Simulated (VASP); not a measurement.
Set up this calculation in VASP 6.6.1, as the native input.

```yaml
Task: single point
Functional: PBE
Potentials_or_basis: VASP PAW PBE potentials, release 64 (Al)
Cutoff: 400 eV
k_mesh: 4 × 4 × 4
Occupations: gaussian, width 0.05 eV
Spin: no spin polarisation
Dipole_correction: no
Further_INCAR_settings: ALGO = Normal; EDIFF = 1e-06; NBANDS = 12
```

The structure of Al (a cell with a defect) lies in POSCAR:

```
Al
1.0
    4.0500000000      0.0000000000      0.0000000000
    0.0000000000      4.0500000000      0.0000000000
    0.0000000000      0.0000000000      4.0500000000
Al
3
Direct
    0.2500000000      0.2500000000      0.0000000000
    0.5308967901     -0.0308967901      0.5000000000
   -0.0308967901      0.5308967901      0.5000000000
```

One way to write it, as run:

INCAR

```
PREC     = Accurate       # precision mode
ENCUT    = 400            # plane-wave cutoff, eV
EDIFF    = 1E-6           # SCF threshold, eV
ISMEAR   = 0              # smearing method
SIGMA    = 0.05           # smearing width, eV
LREAL    = F              # projectors in reciprocal space
LASPH    = T              # aspherical terms in the spheres
NELM     = 120            # most SCF steps
ALGO     = Normal         # electronic algorithm
ISIF     = 2              # what is computed and relaxed
LWAVE    = F              # write WAVECAR
LCHARG   = F              # write CHGCAR
GGA      = PE             # functional
NBANDS   = 12             # bands
GGA_COMPAT= F
```

KPOINTS

```
Automatic mesh
0
Gamma
  4 4 4
```

Potentials or basis: VASP PAW PBE potentials, release 64 (Al).

Command:

```bash
$ cat potpaw_PBE.64/Al/POTCAR > POTCAR
$ mpirun -np 1 vasp_std > vasp.out
```

Results of the run:

| Item | Value |
| --- | --- |
| Pressure | 1.6 GPa |
| Largest force | 0.070 eV/Å |

Caveat: the k points lie up to 0.39 Å⁻¹ apart.

Run time: 12 s on 1 thread of Intel(R) Xeon(R) Platinum 8375C CPU @ 2.90GHz (Ice Lake) (shared host), peak memory 0.15 GiB.
